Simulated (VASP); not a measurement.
Wanted: the native input for a VASP 6.6.1 run.

```yaml
Task: single point
Functional: PBE
Potentials_or_basis: VASP PAW PBE potentials, release 64 (Nb_sv, Te, Mo_sv)
Cutoff: 520 eV
k_mesh: 4 × 4 × 3
Occupations: gaussian, width 0.2 eV
Spin: no spin polarisation
Dipole_correction: no
Further_INCAR_settings: ALGO = Normal; EDIFF = 1e-07; NBANDS = 42
```

The structure of Nb3Te2Mo lies in POSCAR:

```
Nb3Te2Mo
1.0
    4.8432341482      0.0000000000      0.0000000000
   -2.4216170741      4.1943638088      0.0000000000
    0.0000000000      0.0000000000      5.5638756946
Nb Te Mo
3 2 1
Direct
    0.0000000000      0.0000000000      0.5000000000
    0.3333333333      0.6666666667      0.6793257804
    0.6666666667      0.3333333333      0.3206742196
    0.6666666667      0.3333333333      0.8114012888
    0.3333333333      0.6666666667      0.1885987112
    0.0000000000      0.0000000000      0.0000000000
```

The input as run:

INCAR

```
PREC = Accurate ; ENCUT = 520
EDIFF = 1E-7 ; ISMEAR = 0
SIGMA = 0.2 ; LREAL = False
LASPH = True ; NELM = 60
ALGO = Normal ; ISIF = 2
LWAVE = False ; LCHARG = False
GGA = PE ; NBANDS = 42
```

KPOINTS

```
Automatic mesh
0
Gamma
  4 4 3
```

Potentials or basis: VASP PAW PBE potentials, release 64 (Nb_sv, Te, Mo_sv).

Launch:

```console
$ cat potpaw_PBE.64/Nb_sv/POTCAR potpaw_PBE.64/Te/POTCAR potpaw_PBE.64/Mo_sv/POTCAR > POTCAR
$ mpirun -np 1 vasp_std > vasp.out
```

It gave:

The pressure is 0.2 GPa and the largest force is 0.073 eV/Å. The band gap on the k mesh is zero (an odd number of electrons rules out a gap without spin polarisation).

Caveat: the k points lie up to 0.38 Å⁻¹ apart, too coarse for converged energies and pressures of a metal; spin-orbit coupling is left out, which moves the levels of the heavy elements.

Run time: 32 s on 1 thread of AMD EPYC 9R45 96-Core Processor (Zen 5), on a shared host, peak memory 0.2 GiB.
